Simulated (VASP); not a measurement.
YMn2:

```
Mn Y
1.0
     0.00000    3.87626    3.87626
     3.87626    0.00000    3.87626
     3.87626    3.87626    0.00000
Mn Y
4 2
Direct
  0.62500 0.62500 0.62500
  0.12500 0.62500 0.62500
  0.62500 0.62500 0.12500
  0.62500 0.12500 0.62500
  0.00000 0.00000 0.00000
  0.25000 0.25000 0.25000
```

```yaml
Program: VASP 6.6.1
Task: relaxation of cell and atoms
Functional: PBE
Potentials_or_basis: VASP PAW PBE potentials, release 64 (Mn_pv, Y_sv)
Cutoff: 600 eV
k_mesh: 4 × 4 × 4
Occupations: fermi-dirac, width 0.1 eV
Spin: no spin polarisation
```

At the start: pressure -19.0 GPa; volume 19.41 Å³/atom.

Task: Where does the relaxation end?

Result: Over 5 steps the energy falls by 264.2 meV/atom and the volume is 15.71 Å³/atom (-19.1 %); space group Fd-3m (No. 227, to 0.1 Å) before and after.

Step by step:
```csv
step,energy change (eV),largest force (eV/Å),pressure (GPa),volume (Å³)
1,0.0000,0.0000,-18.97,116.48
2,-0.7022,0.0000,25.80,81.87
3,-1.5848,0.0000,-0.50,94.50
4,-1.5852,0.0000,0.13,94.10
5,-1.5853,0.0000,-0.09,94.25
```

Final structure:
```xyz
6
Lattice="0.0000 3.6121 3.6121 3.6121 0.0000 3.6121 3.6121 3.6121 0.0000" Properties=species:S:1:pos:R:3 pbc="T T T"
Mn    4.5151    4.5151    4.5151
Mn    4.5151    2.7090    2.7090
Mn    2.7090    2.7090    4.5151
Mn    2.7090    4.5151    2.7090
Y     0.0000    0.0000    0.0000
Y     1.8060    1.8060    1.8060
```

Caveat: the volume moved by over 15 % at a fixed basis, so the end points are rough; the run has no spin polarisation, though such a crystal can be magnetic.
